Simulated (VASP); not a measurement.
# BaTe in VASP: a series of runs, part 2 of 3

VASP 6.6.1.

## Step 3: Electric field gradients, PBEsol (zz strain of -2 %)

Contents of INCAR:

```
SYSTEM = BaTe
PREC     = Accurate       ! precision mode
ENCUT    = 520            ! plane-wave cutoff, eV
EDIFF    = 1E-8           ! SCF threshold, eV
ISMEAR   = -1             ! smearing method
SIGMA    = 0.05           ! smearing width, eV
LREAL    = .False.        ! projectors in reciprocal space
LASPH    = .True.         ! aspherical terms in the spheres
NELM     = 60             ! most SCF steps
ALGO     = Normal         ! electronic algorithm
ISIF     = 2              ! what is computed and relaxed
LWAVE    = .False.        ! write WAVECAR
LCHARG   = .False.        ! write CHGCAR
GGA      = PS             ! functional
LEFG     = .True.       
NBANDS   = 15             ! bands
```

Contents of KPOINTS:

```
regular mesh
0
Gamma
  10 10 10
  0 0 0
```

Contents of POSCAR:

```
BaTe
1.0
    0.0000000000      3.4100000000      3.3418000000
    3.4100000000      0.0000000000      3.3418000000
    3.4100000000      3.4100000000      0.0000000000
Ba Te
1 1
Direct
    0.0000000000      0.0000000000      0.0000000000
    0.5000000000      0.5000000000      0.5000000000
```

Potentials or basis: VASP PAW PBE potentials, release 64 (Ba_sv, Te).

Run with:

```bash
> cat potpaw_PBE.64/Ba_sv/POTCAR potpaw_PBE.64/Te/POTCAR > POTCAR
> mpirun -np 1 vasp_std > vasp.out
```

OUTCAR:

```text
SYSTEM = BaTe
   PREC = Accurate
   ENCUT = 520
   EDIFF = 1E-8
   ISMEAR = -1
   LREAL = .False.
   LASPH = .True.
   NELM = 60
   ISIF = 2
   GGA = PS

 ion  position               nearest neighbor table
   1  0.000  0.000  0.000-   2 3.34   2 3.34   2 3.41   2 3.41   2 3.41   2 3.41
   2  0.500  0.500  0.500-   1 3.34   1 3.34   1 3.41   1 3.41   1 3.41   1 3.41

  LATTYP: Found a body centered tetragonal cell.
 ALAT       =     4.8224682477
 C/A-ratio  =     1.3859292911

  Lattice vectors:

 A1 = (   0.0000000000,  -3.4100000000,  -3.3418000000)
 A2 = (   0.0000000000,   3.4100000000,  -3.3418000000)
 A3 = (   3.4100000000,   0.0000000000,   3.3418000000)

Analysis of symmetry for initial positions (statically):
=====================================================================
 Subroutine PRICEL returns:
 Original cell was already a primitive cell.

 Routine SETGRP: Setting up the symmetry group for a
 body centered tetragonal supercell.

 Subroutine GETGRP returns: Found 16 space group operations
 (whereof 16 operations were pure point group operations)
 out of a pool of 16 trial point group operations.

The static configuration has the point symmetry D_4h.

Analysis of symmetry for dynamics (positions and initial velocities):
=====================================================================
 Subroutine PRICEL returns:
 Original cell was already a primitive cell.

 Routine SETGRP: Setting up the symmetry group for a
 body centered tetragonal supercell.

 Subroutine GETGRP returns: Found 16 space group operations
 (whereof 16 operations were pure point group operations)
 out of a pool of 16 trial point group operations.
[... 577 lines left out ...]
      7       2.1602      2.00000
      8       2.2628      2.00000
      9       4.4663      0.00000
     10       7.3516      0.00000
     11       7.5340      0.00000
     12       8.4674      0.00000
     13       8.4971      0.00000
     14       9.8760      0.00000
     15      11.3174      0.00000

 [... further k-points ...]

------------------------ aborting loop because EDIFF is reached ----------------------------------------

  FORCE on cell =-STRESS in cart. coord.  units (eV):
  Direction    XX          YY          ZZ          XY          YZ          ZX
  --------------------------------------------------------------------------------------
  -------------------------------------------------------------------------------------
  Total        1.2502506      1.2502506      2.3033037      0.0000000      0.0000000     -0.0000000
  in kB       25.7743929     25.7743929     47.4834839      0.0000000      0.0000000     -0.0000000
  external PRESSURE =      33.0107566 kB  Pullay stress =       0.0000000 kB

 VOLUME and BASIS-vectors are now :
 -----------------------------------------------------------------------------
  energy-cutoff  :      520.00
  volume of cell :       77.72
      direct lattice vectors                 reciprocal lattice vectors
     0.000000000  3.410000000  3.341800000    -0.146627566  0.146627566  0.149619965
     3.410000000  0.000000000  3.341800000     0.146627566 -0.146627566  0.149619965
     3.410000000  3.410000000  0.000000000     0.146627566  0.146627566 -0.149619965

 POSITION                                       TOTAL-FORCE (eV/Angst)
 -----------------------------------------------------------------------------------
      0.00000      0.00000      0.00000        -0.000000      0.000000      0.000000
      3.41000      3.41000      3.34180         0.000000     -0.000000      0.000000
 -----------------------------------------------------------------------------------
    total drift:                                0.000000      0.000000      0.000000

  FREE ENERGIE OF THE ION-ELECTRON SYSTEM (eV)
  ---------------------------------------------------
  free  energy   TOTEN  =        -9.1202073251 eV

  energy  without entropy=       -9.1202072247  energy(sigma->0) =       -9.12020727

 Electric field gradients (V/A^2)
---------------------------------------------------------------------
 ion       V_xx      V_yy      V_zz      V_xy      V_xz      V_yz
---------------------------------------------------------------------
   1      12.753    12.753   -25.507    -0.000    -0.000    -0.000
   2      13.215    13.215   -26.430     0.000     0.000     0.000
---------------------------------------------------------------------

 Electric field gradients after diagonalization (V/A^2)
 (convention: |V_zz| > |V_xx| > |V_yy|)
----------------------------------------------------------------------
 ion       V_xx      V_yy      V_zz     asymmetry (V_yy - V_xx)/ V_zz
----------------------------------------------------------------------
   1      12.754    12.753   -25.507       0.000
   2      13.215    13.215   -26.430       0.000
----------------------------------------------------------------------

           NMR quadrupolar parameters

 Cq : quadrupolar parameter    Cq=e*Q*V_zz/h
 eta: asymmetry parameters     (V_yy - V_xx)/ V_zz
 Q  : nuclear electric quadrupole moment in mb (millibarn)
----------------------------------------------------------------------
 ion       Cq(MHz)       eta       Q (mb)
----------------------------------------------------------------------
   1      -0.062       0.000       1.000
   2      -0.064       0.000       1.000
----------------------------------------------------------------------
```

Wall time 99 s (1 thread of AMD EPYC 7R13 (Zen 3), shared host); peak memory 0.26 GiB.

Results:

```
Free energy                             : -9.1202 eV
Pressure                                : 3.3 GPa
Band gap on the k mesh                  : 1.12 eV (least direct gap 1.51 eV)
Largest electric field gradient by atom : Ba -25.5; Te -26.4 V/Å²
```

Electric field gradients, principal values (V/Å²):
```tsv
atom	least	middle	greatest (by size)
1 Ba	12.753	12.754	-25.507
2 Te	13.215	13.215	-26.430
```

Caveat: the cell differs from its parent crystal (zz strain of -2 %); the cell stands under pressure; without QUAD_EFG the Cq values of the log hold for a quadrupole moment of 1 mb, not for the nuclei; the PAW data sets were made with another functional, which shifts forces and pressure a little; spin-orbit coupling is left out, which moves the levels of the heavy elements.

## Step 4: Electric field gradients, PBEsol (equal xy, yz and zx shear strains of -2 %)

Contents of INCAR:

```
PREC     = Accurate       # precision mode
ENCUT    = 520            # plane-wave cutoff, eV
EDIFF    = 1E-8           # SCF threshold, eV
ISMEAR   = -1             # smearing method
SIGMA    = 0.05           # smearing width, eV
LREAL    = False          # projectors in reciprocal space
LASPH    = True           # aspherical terms in the spheres
NELM     = 60             # most SCF steps
ALGO     = Normal         # electronic algorithm
ISIF     = 2              # what is computed and relaxed
LWAVE    = False          # write WAVECAR
LCHARG   = False          # write CHGCAR
GGA      = PS             # functional
LEFG     = True         
NBANDS   = 15             # bands
```

Contents of KPOINTS:

```
regular mesh
0
Gamma
  10 10 10
```

Contents of POSCAR:

```
BaTe
1.0
   -0.0682000000      3.3759000000      3.3759000000
    3.3759000000     -0.0682000000      3.3759000000
    3.3759000000      3.3759000000     -0.0682000000
Ba Te
1 1
Direct
    0.0000000000      0.0000000000      0.0000000000
    0.5000000000      0.5000000000      0.5000000000
```

Potentials or basis: VASP PAW PBE potentials, release 64 (Ba_sv, Te).

Run with:

```bash
> cat potpaw_PBE.64/Ba_sv/POTCAR potpaw_PBE.64/Te/POTCAR > POTCAR
> mpirun -np 1 vasp_std > vasp.out
```

OUTCAR:

```text
PREC = Accurate
   ENCUT = 520
   EDIFF = 1E-8
   ISMEAR = -1
   LREAL = False
   LASPH = True
   NELM = 60
   ISIF = 2
   GGA = PS

 ion  position               nearest neighbor table
   1  0.000  0.000  0.000-   2 3.41   2 3.41   2 3.41   2 3.41   2 3.41   2 3.41
   2  0.500  0.500  0.500-   1 3.41   1 3.41   1 3.41   1 3.41   1 3.41   1 3.41

  LATTYP: Found a trigonal (rhomboedric) cell.
 ALAT       =     4.7747306584
 COS(alpha) =     0.4797000918

  Lattice vectors:

 A1 = (  -0.0682000000,   3.3759000000,   3.3759000000)
 A2 = (   3.3759000000,  -0.0682000000,   3.3759000000)
 A3 = (   3.3759000000,   3.3759000000,  -0.0682000000)

Analysis of symmetry for initial positions (statically):
=====================================================================
 Subroutine PRICEL returns:
 Original cell was already a primitive cell.

 Routine SETGRP: Setting up the symmetry group for a
 trigonal (rhombohedral) supercell.

 Subroutine GETGRP returns: Found 12 space group operations
 (whereof 12 operations were pure point group operations)
 out of a pool of 12 trial point group operations.

The static configuration has the point symmetry D_3d.

Analysis of symmetry for dynamics (positions and initial velocities):
=====================================================================
 Subroutine PRICEL returns:
 Original cell was already a primitive cell.

 Routine SETGRP: Setting up the symmetry group for a
 trigonal (rhombohedral) supercell.

 Subroutine GETGRP returns: Found 12 space group operations
 (whereof 12 operations were pure point group operations)
[... 577 lines left out ...]
      6       1.0323      2.00000
      7       2.0352      2.00000
      8       2.2194      2.00000
      9       4.3628      0.00000
     10       7.1839      0.00000
     11       7.3642      0.00000
     12       8.1643      0.00000
     13       8.3135      0.00000
     14       9.5622      0.00000
     15      10.9387      0.00000

 [... further k-points ...]

------------------------ aborting loop because EDIFF is reached ----------------------------------------

  FORCE on cell =-STRESS in cart. coord.  units (eV):
  Direction    XX          YY          ZZ          XY          YZ          ZX
  --------------------------------------------------------------------------------------
  -------------------------------------------------------------------------------------
  Total        1.1702889      1.1702889      1.1702889      0.0938034      0.0938034      0.0938034
  in kB       23.6505764     23.6505764     23.6505764      1.8956901      1.8956901      1.8956901
  external PRESSURE =      23.6505764 kB  Pullay stress =       0.0000000 kB

 VOLUME and BASIS-vectors are now :
 -----------------------------------------------------------------------------
  energy-cutoff  :      520.00
  volume of cell :       79.28
      direct lattice vectors                 reciprocal lattice vectors
    -0.068200000  3.375900000  3.375900000    -0.143694422  0.146657194  0.146657194
     3.375900000 -0.068200000  3.375900000     0.146657194 -0.143694422  0.146657194
     3.375900000  3.375900000 -0.068200000     0.146657194  0.146657194 -0.143694422

 POSITION                                       TOTAL-FORCE (eV/Angst)
 -----------------------------------------------------------------------------------
      0.00000      0.00000      0.00000         0.000000     -0.000000      0.000000
      3.34180      3.34180      3.34180        -0.000000      0.000000     -0.000000
 -----------------------------------------------------------------------------------
    total drift:                                0.000000      0.000000      0.000000

  FREE ENERGIE OF THE ION-ELECTRON SYSTEM (eV)
  ---------------------------------------------------
  free  energy   TOTEN  =        -9.1517384611 eV

  energy  without entropy=       -9.1517383965  energy(sigma->0) =       -9.15173843

 Electric field gradients (V/A^2)
---------------------------------------------------------------------
 ion       V_xx      V_yy      V_zz      V_xy      V_xz      V_yz
---------------------------------------------------------------------
   1       0.000     0.000     0.000     3.765     3.765     3.765
   2       0.000     0.000    -0.000    -4.087    -4.087    -4.087
---------------------------------------------------------------------

 Electric field gradients after diagonalization (V/A^2)
 (convention: |V_zz| > |V_xx| > |V_yy|)
----------------------------------------------------------------------
 ion       V_xx      V_yy      V_zz     asymmetry (V_yy - V_xx)/ V_zz
----------------------------------------------------------------------
   1      -3.765    -3.765     7.531       0.000
   2       4.087     4.087    -8.174       0.000
----------------------------------------------------------------------

           NMR quadrupolar parameters

 Cq : quadrupolar parameter    Cq=e*Q*V_zz/h
 eta: asymmetry parameters     (V_yy - V_xx)/ V_zz
 Q  : nuclear electric quadrupole moment in mb (millibarn)
----------------------------------------------------------------------
 ion       Cq(MHz)       eta       Q (mb)
----------------------------------------------------------------------
   1       0.018       0.000       1.000
   2      -0.020       0.000       1.000
----------------------------------------------------------------------
```

OSZICAR:

```text
N       E                     dE             d eps       ncg     rms          rms(c)
DAV:   1     0.828457253934E+02    0.82846E+02   -0.63251E+03  3480   0.899E+02
DAV:   2    -0.415412014128E+01   -0.87000E+02   -0.79563E+02  4770   0.157E+02
DAV:   3    -0.914544136482E+01   -0.49913E+01   -0.49565E+01  4702   0.401E+01
DAV:   4    -0.925911250997E+01   -0.11367E+00   -0.11363E+00  4624   0.614E+00
DAV:   5    -0.926143174238E+01   -0.23192E-02   -0.23192E-02  4879   0.745E-01    0.410E+00
DAV:   6    -0.916007516737E+01    0.10136E+00   -0.97961E-02  4208   0.163E+00    0.267E+00
DAV:   7    -0.915031678358E+01    0.97584E-02   -0.80957E-02  4369   0.155E+00    0.734E-01
DAV:   8    -0.915148378811E+01   -0.11670E-02   -0.98248E-03  3844   0.576E-01    0.185E-01
DAV:   9    -0.915168553234E+01   -0.20174E-03   -0.48333E-04  4649   0.151E-01    0.481E-02
DAV:  10    -0.915173015670E+01   -0.44624E-04   -0.80295E-05  4320   0.591E-02    0.150E-02
DAV:  11    -0.915174038921E+01   -0.10233E-04   -0.28354E-05  4453   0.300E-02    0.170E-02
DAV:  12    -0.915173816533E+01    0.22239E-05   -0.74645E-06  4208   0.148E-02    0.779E-03
DAV:  13    -0.915173839154E+01   -0.22621E-06   -0.38695E-07  4474   0.404E-03    0.965E-04
DAV:  14    -0.915173840519E+01   -0.13646E-07   -0.12438E-08  4054   0.709E-04    0.115E-03
DAV:  15    -0.915173846089E+01   -0.55706E-07   -0.56347E-09  3140   0.455E-04    0.143E-04
DAV:  16    -0.915173846108E+01   -0.18667E-09   -0.17881E-09  2426   0.214E-04
   1 F= -.91517385E+01 E0= -.91517384E+01  d E =-.645520E-07
```

Run time: 3.7 min. Hardware: 1 thread of Oxide Virtual Turin-like, shared host; peak memory 0.27 GiB.

Results:

```yaml
Free_energy: -9.1517 eV
Pressure: 2.4 GPa
Band_gap_on_the_k_mesh: 1.17 eV (least direct gap 1.58 eV)
Largest_electric_field_gradient_by_atom: Ba +7.5; Te -8.2 V/Å²
```

Stress tensor (GPa, compression positive):
```
2.37 0.19 0.19
0.19 2.37 0.19
0.19 0.19 2.37
```

Electric field gradients, principal values (V/Å²):
```tsv
atom	least	middle	greatest (by size)
1 Ba	-3.765	-3.765	7.531
2 Te	4.087	4.087	-8.174
```

Caveat: the cell differs from its parent crystal (equal xy, yz and zx shear strains of -2 %); without QUAD_EFG the Cq values of the log hold for a quadrupole moment of 1 mb, not for the nuclei; the PAW data sets were made with another functional, which shifts forces and pressure a little; spin-orbit coupling is left out, which moves the levels of the heavy elements.

[end of part 2 of 3]
